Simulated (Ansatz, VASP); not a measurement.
**Two plane-wave programs on TaN**

```
Ta N
1.0
     2.97666    0.00000    0.00000
    -1.48833    2.57787    0.00000
     0.00000    0.00000    2.92094
Ta N
1 1
Direct
  0.00000 0.00000 0.50000
  0.66667 0.33333 0.00000
```

Alike in both runs: task single point; functional LDA; k mesh 10 × 10 × 9; occupations fermi-dirac, width 0.05 eV; no spin polarisation.

|  | VASP | Ansatz |
| --- | --- | --- |
| version | VASP 6.6.1 | Ansatz 0.2.0 |
| potentials or method | VASP PAW LDA potentials, release 64 (Ta_pv, N) | Ansatz PAW |
| plane-wave cutoff (eV) | 520 | 420 |
| valence electrons in the cell | 16 | 18 |

VASP gave:

| Item | Value |
| --- | --- |
| gap on the k mesh at the Fermi level (eV) | none |
| pressure (GPa) | -22.0 |
| traceless stress, the component that is largest in VASP (GPa) | -1.90 |

Which values does Ansatz return?

gap on the k mesh at the Fermi level (eV): none; pressure (GPa): -23.5; traceless stress, the component that is largest in VASP (GPa): -2.01.

LDA's correlation is that of Perdew and Zunger in VASP and of Perdew and Wang (1992) in Ansatz. A gap of «none» marks a metal or a gap that the smearing closes. VASP's potentials hold 16 valence electrons a cell and Ansatz's 18, so a difference there can come from the potentials and not from the codes.

Neither program's run includes spin-orbit coupling.
